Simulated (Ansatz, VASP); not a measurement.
One calculation of BaTiO3, two programs

The input INCAR:

```
PREC = Accurate
ENCUT = 520
EDIFF = 1E-6
ISMEAR = 0
SIGMA = 0.05
LREAL = F
LASPH = T
NELM = 150
ALGO = Normal
ISIF = 2
LWAVE = F
LCHARG = F
LMAXMIX = 4
LDAU = T
LDAUTYPE = 2
LDAUL = -1 2 -1
LDAUU = 0 4 0
LDAUJ = 0 0 0
LDAUPRINT = 1
GGA = PE
NBANDS = 28
```

KPOINTS

```
Automatic mesh
0
Gamma
  8 8 8
```

POSCAR

```
BaTiO3
1.0
    3.9615697246      0.0000000000      0.0000000000
    0.0000000000      3.9615697246      0.0000000000
    0.0000000000      0.0000000000      3.9615697246
Ba Ti O
1 1 3
Direct
    0.5004578627      0.5000000000      0.5000000000
    0.0169457659      0.0000000000      0.0000000000
    0.4724487242      0.0000000000      0.0000000000
   -0.0135391909      0.5000000000      0.0000000000
   -0.0135391909      0.0000000000      0.5000000000
```

Input for Ansatz:

```yaml
crystal:
  lattice:
    - [3.9615697246, 0.0, 0.0]
    - [0.0, 3.9615697246, 0.0]
    - [0.0, 0.0, 3.9615697246]
  atoms:
    - { symbol: Ba, position: [0.5004578627, 0.5, 0.5] }
    - { symbol: Ti, position: [0.0169457659, 0.0, 0.0] }
    - { symbol: O, position: [0.4724487242, 0.0, 0.0] }
    - { symbol: O, position: [-0.0135391909, 0.5, 0.0] }
    - { symbol: O, position: [-0.0135391909, 0.0, 0.5] }
basis:
  ecutwfc: 520.0
kpoints:
  mp_grid: { grid: [8, 8, 8] }
hamiltonian:
  xc: pbe
  pseudopotentials: { kind: paw, azcp: { folder: soft_1 } }
  hubbard: { sites: [{ species: Ti, l: d, u_eff: 4.0 }] }
scf:
  occupations: { method: gaussian, width: 0.05 }
output:
  forces: true
  stress: true
  eigenvalues: true
```

Change from the starting cell: mode 1 frozen in at -0.111 Å, equal normal strain along x, y and z -0.0167.

Alike in both runs: task single point; functional PBE; k mesh 8 × 8 × 8; occupations gaussian, width 0.05 eV; no spin polarisation; Hubbard terms Ti d U = 4.0 eV.

```csv
,VASP,Ansatz
version,VASP 6.6.1,Ansatz 0.2.0
potentials or method,"VASP PAW PBE potentials, release 64 (Ba_sv, Ti_sv, O), cutoff 520 eV","scalar-relativistic, plane waves, PAW"
valence electrons in the cell,40,40
```

Ansatz gave:

```
gap on the k mesh at the Fermi level (eV)                     : 2.45
least direct gap on the mesh (eV)                             : 2.77
pressure (GPa)                                                : 11.4
traceless stress, the component that is largest in VASP (GPa) : 3.28
rms of the force components (eV/Å)                            : 0.322
```

Q: Estimate VASP's values.

A: gap on the k mesh at the Fermi level (eV): 2.38; least direct gap on the mesh (eV): 2.73; pressure (GPa): 15.7; traceless stress, the component that is largest in VASP (GPa): 4.00; rms of the force components (eV/Å): 0.555.

The programs project onto different local orbitals, so the same U acts differently, and such runs can settle in different states. Atom by atom the forces differ by 0.234 eV/Å (rms over components).

Neither program's run includes spin-orbit coupling.
